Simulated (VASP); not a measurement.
# CoSi (P2_13) in VASP: single point with PBEsol

Aim: the single point of CoSi with PBEsol.

Everything below comes from runs of VASP 6.6.1. Logs are shortened: lines on timing, memory, paths and dates and some standing lists are left out, and cuts for length are marked.

**1. The cell of the first run**

Symmetry: P2_13, No. 198, cubic system. The conventional cell has a = 4.386 Å, b = 4.386 Å, c = 4.386 Å, α = 90.00°, β = 90.00°, γ = 90.00°. Within 3.0 Å of Co (site symmetry 3) lie 7 Si at 2.30 to 2.40 Å and 6 Co at 2.70 Å. Si (site symmetry 3) has 7 Co at 2.30 to 2.40 Å and 6 Si at 2.71 Å within 3.0 Å.

**2. Single point, PBEsol**

POSCAR reads:

```
CoSi
1.0
    4.3858255212      0.0000000000      0.0000000000
    0.0000000000      4.3858255212      0.0000000000
    0.0000000000      0.0000000000      4.3858255212
Co Si
4 4
Direct
    0.1456446743      0.1456446743      0.1456446743
    0.3543553257      0.8543553257      0.6456446743
    0.6456446743      0.3543553257      0.8543553257
    0.8543553257      0.6456446743      0.3543553257
    0.8433288509      0.8433288509      0.8433288509
    0.6566711491      0.1566711491      0.3433288509
    0.3433288509      0.6566711491      0.1566711491
    0.1566711491      0.3433288509      0.6566711491
```

INCAR.step1 reads:

```
SYSTEM = CoSi
PREC = Accurate ; ENCUT = 520
EDIFF = 1E-6 ; ISMEAR = 0
SIGMA = 0.1 ; LREAL = .FALSE.
LASPH = .TRUE. ; NELM = 100
ALGO = Normal ; ISIF = 2
LWAVE = .FALSE. ; LCHARG = .TRUE.
LMAXMIX = 4 ; GGA = PS
NBANDS = 36
```

KPOINTS.step1 reads:

```
Automatic mesh
0
G
  8 8 8
  0 0 0
```

INCAR.step2 reads:

```
SYSTEM = CoSi
PREC = Accurate ; ENCUT = 520
EDIFF = 1E-6 ; ISMEAR = -5
SIGMA = 0.1 ; LREAL = .FALSE.
LASPH = .TRUE. ; NELM = 100
ALGO = Normal ; ISIF = 2
LWAVE = .FALSE. ; LCHARG = .FALSE.
LMAXMIX = 4 ; GGA = PS
LORBIT = 11 ; NBANDS = 36
NEDOS = 2001 ; ICHARG = 11
```

KPOINTS.step2 reads:

```
Automatic mesh
0
G
  12 12 12
  0 0 0
```

Potentials or basis: VASP PAW PBE potentials, release 64 (Co, Si).

Launch:

```console
$ cat potpaw_PBE.64/Co/POTCAR potpaw_PBE.64/Si/POTCAR > POTCAR
$ cp INCAR.step1 INCAR
$ cp KPOINTS.step1 KPOINTS
$ mpirun -np 1 vasp_std > vasp.out
$ cp INCAR.step2 INCAR
$ cp KPOINTS.step2 KPOINTS
$ mpirun -np 1 vasp_std > vasp.out
```

OUTCAR:

```text
SYSTEM = CoSi
   PREC = Accurate
   ENCUT = 520
   EDIFF = 1E-6
   ISMEAR = -5
   LREAL = .FALSE.
   LASPH = .TRUE.
   NELM = 100
   ISIF = 2
   GGA = PS
   LORBIT = 11
   ICHARG = 11

 ion  position               nearest neighbor table
   1  0.146  0.146  0.146-   5 2.30   6 2.31   7 2.31   8 2.31   7 2.40   8 2.40   6 2.40   3 2.70
                             4 2.70   2 2.70   2 2.70   4 2.70   3 2.70
   2  0.354  0.854  0.646-   6 2.30   5 2.31   7 2.31   8 2.31   7 2.40   8 2.40   5 2.40   1 2.70
                             1 2.70   3 2.70   3 2.70   4 2.70   4 2.70
   3  0.646  0.354  0.854-   7 2.30   6 2.31   5 2.31   8 2.31   8 2.40   6 2.40   5 2.40   1 2.70
                             4 2.70   2 2.70   2 2.70   4 2.70   1 2.70
   4  0.854  0.646  0.354-   8 2.30   6 2.31   7 2.31   5 2.31   6 2.40   5 2.40   7 2.40   1 2.70
                             3 2.70   2 2.70   1 2.70   2 2.70   3 2.70
   5  0.843  0.843  0.843-   1 2.30   2 2.31   3 2.31   4 2.31   3 2.40   4 2.40   2 2.40   6 2.71
                             7 2.71   8 2.71   6 2.71   8 2.71   7 2.71
   6  0.657  0.157  0.343-   2 2.30   1 2.31   3 2.31   4 2.31   3 2.40   4 2.40   1 2.40   8 2.71
                             5 2.71   5 2.71   7 2.71   7 2.71   8 2.71
   7  0.343  0.657  0.157-   3 2.30   2 2.31   1 2.31   4 2.31   4 2.40   2 2.40   1 2.40   8 2.71
                             5 2.71   8 2.71   6 2.71   6 2.71   5 2.71
   8  0.157  0.343  0.657-   4 2.30   2 2.31   3 2.31   1 2.31   2 2.40   1 2.40   3 2.40   7 2.71
                             5 2.71   7 2.71   5 2.71   6 2.71   6 2.71

  LATTYP: Found a simple cubic cell.
 ALAT       =     4.3858255212

  Lattice vectors:

 A1 = (   4.3858255212,   0.0000000000,   0.0000000000)
 A2 = (   0.0000000000,   4.3858255212,   0.0000000000)
 A3 = (   0.0000000000,   0.0000000000,   4.3858255212)

Analysis of symmetry for initial positions (statically):
=====================================================================
 Subroutine PRICEL returns:
 Original cell was already a primitive cell.

 Routine SETGRP: Setting up the symmetry group for a
 simple cubic supercell.

 Subroutine GETGRP returns: Found 12 space group operations
 (whereof  3 operations were pure point group operations)
 out of a pool of 48 trial point group operations.

The static configuration has the point symmetry C_3 .
 The point group associated with its full space group is T   .

Analysis of symmetry for dynamics (positions and initial velocities):
=====================================================================
 Subroutine PRICEL returns:
 Original cell was already a primitive cell.

 Routine SETGRP: Setting up the symmetry group for a
 simple cubic supercell.

 Subroutine GETGRP returns: Found 12 space group operations
 (whereof  3 operations were pure point group operations)
 out of a pool of 48 trial point group operations.

The dynamic configuration has the point symmetry C_3 .
 The point group associated with its full space group is T   .

 Subroutine INISYM returns: Found 12 space group operations
 (whereof  3 operations are pure point group operations),
 and found     1 'primitive' translations

----------------------------------------------------------------------------------------

                                     Primitive cell

  volume of cell :      84.3634

  direct lattice vectors                    reciprocal lattice vectors
     4.385825521  0.000000000  0.000000000     0.228007246  0.000000000  0.000000000
     0.000000000  4.385825521  0.000000000     0.000000000  0.228007246  0.000000000
     0.000000000  0.000000000  4.385825521     0.000000000  0.000000000  0.228007246

  length of vectors
     4.385825521  4.385825521  4.385825521     0.228007246  0.228007246  0.228007246

  position of ions in fractional coordinates (direct lattice)
     0.145644674  0.145644674  0.145644674
     0.354355326  0.854355326  0.645644674
     0.645644674  0.354355326  0.854355326
     0.854355326  0.645644674  0.354355326
     0.843328851  0.843328851  0.843328851
     0.656671149  0.156671149  0.343328851
     0.343328851  0.656671149  0.156671149
     0.156671149  0.343328851  0.656671149

  ion indices of the primitive-cell ions
   primitive index   ion index
                 1           1
                 2           2
                 3           3
[... 24 lines left out ...]
  Shift w.r.t. Gamma in fractional coordinates (k-lattice)
     0.000000000  0.000000000  0.000000000

 TETIRR: Found   1645 inequivalent tetrahedra from    10368

 Subroutine IBZKPT returns following result:
 ===========================================

 Found    119 irreducible k-points:

 Following reciprocal coordinates:
            Coordinates               Weight
  0.000000  0.000000  0.000000      1.000000
  0.083333  0.000000  0.000000      6.000000
  0.166667  0.000000  0.000000      6.000000
  0.250000  0.000000  0.000000      6.000000
  0.333333  0.000000  0.000000      6.000000
  0.416667  0.000000  0.000000      6.000000
[... 16 lines left out ...]
 -0.166667  0.333333  0.000000     12.000000
  0.416667  0.166667  0.000000     12.000000
 [... further k-points ...]
   k-points           NKPTS =    119   k-points in BZ     NKDIM =    119   number of bands    NBANDS=     36
   number of dos      NEDOS =   2001   number of ions     NIONS =      8
   total plane-waves  NPLWV =  46656
   dimension x,y,z NGX =    36 NGY =   36 NGZ =   36
   dimension x,y,z NGXF=    72 NGYF=   72 NGZF=   72
   ions per type =               4   4
   NGX,Y,Z   is equivalent  to a cutoff of  13.65, 13.65, 13.65 a.u.
   NGXF,Y,Z  is equivalent  to a cutoff of  27.29, 27.29, 27.29 a.u.
 SYSTEM =  CoSi
   PREC   = accura    normal or accurate (medium, high low for compatibility)
   ISTART =      0    job   : 0-new  1-cont  2-samecut
   ICHARG =     11    charge: 1-file 2-atom 10-const
   ISPIN  =      1    spin polarized calculation?
   LNONCOLLINEAR =      F non collinear calculations
   LSORBIT =      F    spin-orbit coupling
   LASPH  =      T    aspherical Exc in radial PAW
   ENCUT  =  520.0 eV  38.22 Ry    6.18 a.u.   8.15  8.15  8.15*2*pi/ulx,y,z
   NELM   =    100;   NELMIN=  2; NELMDL=  0     # of ELM steps
   EDIFF  = 0.1E-05   stopping-criterion for ELM
   LREAL  =      F    real-space projection
   EDIFFG = 0.1E-04   stopping-criterion for IOM
   NSW    =      0    number of steps for IOM
   IBRION =     -1    ionic relax: 0-MD 1-quasi-New 2-CG
   NFREE  =      0    steps in history (QN), initial steepest desc. (CG)
   ISIF   =      2    stress and relaxation
   ISYM   =      2    0-nonsym 1-usesym 2-fastsym
   POTIM  = 0.5000    time-step for ionic-motion
   TEBEG  =    0.0;   TEEND  =   0.0 temperature during run
   PSTRESS=    0.0 pullay stress
   NELECT =      52.0000    total number of electrons
   NUPDOWN=      -1.0000    fix difference up-down
   EMIN   =  10.00;   EMAX   =-10.00  energy-range for DOS
   EFERMI =   0.00;   METHOD = LEGACY
   ISMEAR =    -5;   SIGMA  =   0.10  broadening in eV -4-tet -1-fermi 0-gaus
   EFERMI_NEDOS =   21; number of points for ismear=-14 and -15
   IALGO  =     38    algorithm
   IMIX   =      4    mixing-type and parameters
     AMIX     =   0.40;   BMIX     =  1.00
     AMIX_MAG =   1.60;   BMIX_MAG =  1.00
  volume/ion in A,a.u.               =      10.55        71.16
  Fermi-wavevector in a.u.,A,eV,Ry     =   1.393236  2.632834 26.410347  1.941106
  Thomas-Fermi vector in A             =   2.516901
   LORBIT       =     11    0 simple, 1 ext, 2 COOP (PROOUT), +10 PAW based schemes
   GGA     = PS    functional components
   LHFCALC =     F    Hartree Fock is set to
   AEXX    =    0.0000 exact exchange contribution
   IVDW    =     0    specifies the selected vdW correction
   LEPSILON=     F    determine dielectric tensor
   LRPA    =     F    only Hartree local field effects (RPA)
 non-spin polarized calculation
 Fermi weights with tetrahedron method with Bloechl corrections
  energy-cutoff  :      520.00
  volume of cell :       84.36
 maximum number of plane-waves:      2301
 NGX is ok and might be reduce to    36

 number of electron      51.9999987 magnetization

 Free energy of the ion-electron system (eV)
  ---------------------------------------------------
  ext. energy  EPLUGINS =         0.00000000
  ---------------------------------------------------
  free energy    TOTEN  =       -59.82381145 eV

  energy without entropy =      -59.82381145  energy(sigma->0) =      -59.82381145

 E-fermi :  12.4476     XC(G=0): -13.1293

 val. band max:       12.4674632124   @ k =   0.0000   0.0000   0.0000
 cond. band min:      12.4455196691   @ k =   0.0833   0.0000   0.0000
 fundamental gap:     -0.0219435433
 Fermi energy:        12.4475574738

 k-point     1 :       0.0000    0.0000    0.0000
  band No.  band energies     occupation
      1      -1.4551      2.00000
      2       4.1581      2.00000
      3       4.1581      2.00000
      4       4.1581      2.00000
      5       6.8349      2.00000
      6       6.8349      2.00000
[... 925 lines left out ...]
     35      17.0028      0.00000
     36      18.8571      0.00000

 [... further k-points ...]

------------------------ aborting loop because EDIFF is reached ----------------------------------------

  FORCE on cell =-STRESS in cart. coord.  units (eV):
  Direction    XX          YY          ZZ          XY          YZ          ZX
  --------------------------------------------------------------------------------------
  -------------------------------------------------------------------------------------
  Total        0.0011048      0.0011048      0.0011048      0.0000000      0.0000000      0.0000000
  in kB        0.0209809      0.0209809      0.0209809      0.0000000      0.0000000      0.0000000
  external PRESSURE =       0.0209809 kB  Pullay stress =       0.0000000 kB

 VOLUME and BASIS-vectors are now :
 -----------------------------------------------------------------------------
  energy-cutoff  :      520.00
  volume of cell :       84.36
      direct lattice vectors                 reciprocal lattice vectors
     4.385825521  0.000000000  0.000000000     0.228007246  0.000000000  0.000000000
     0.000000000  4.385825521  0.000000000     0.000000000  0.228007246  0.000000000
     0.000000000  0.000000000  4.385825521     0.000000000  0.000000000  0.228007246

 POSITION                                       TOTAL-FORCE (eV/Angst)
 -----------------------------------------------------------------------------------
      0.63877      0.63877      0.63877         0.005344      0.005344      0.005344
      1.55414      3.74705      2.83168        -0.005344     -0.005344      0.005344
      2.83168      1.55414      3.74705         0.005344     -0.005344     -0.005344
      3.74705      2.83168      1.55414        -0.005344      0.005344     -0.005344
      3.69869      3.69869      3.69869         0.000732      0.000732      0.000732
      2.88005      0.68713      1.50578        -0.000732     -0.000732      0.000732
      1.50578      2.88005      0.68713         0.000732     -0.000732     -0.000732
      0.68713      1.50578      2.88005        -0.000732      0.000732     -0.000732
 -----------------------------------------------------------------------------------
    total drift:                                0.000000      0.000000      0.000000

  FREE ENERGIE OF THE ION-ELECTRON SYSTEM (eV)
  ---------------------------------------------------
  free  energy   TOTEN  =       -59.8238114541 eV

  energy  without entropy=      -59.8238114541  energy(sigma->0) =      -59.82381145

 total charge

# of ion       s       p       d       tot
------------------------------------------
    1        0.452   0.653   7.599   8.704
    2        0.452   0.653   7.599   8.704
    3        0.452   0.653   7.599   8.704
    4        0.452   0.653   7.599   8.704
    5        0.725   0.903   0.000   1.628
    6        0.725   0.903   0.000   1.628
    7        0.725   0.903   0.000   1.628
    8        0.725   0.903   0.000   1.628
--------------------------------------------------
tot          4.707   6.224  30.394  41.325
```

It took 3.8 min on 1 thread of Intel Xeon Platinum 8488C (Sapphire Rapids), shared host; peak memory 0.39 GiB.

Results:

```yaml
Valence_electrons_inside_the_program's_atomic_spheres: Co 8.70; Si 1.63
```

Caveat: the PAW data sets were made with another functional, which shifts forces and pressure a little; the run has no spin polarisation, though such a crystal can be magnetic; tetrahedron occupations give inexact forces and stress in metals. Spin polarisation is off, so any magnetic state and its effect on volume and gap are missing.
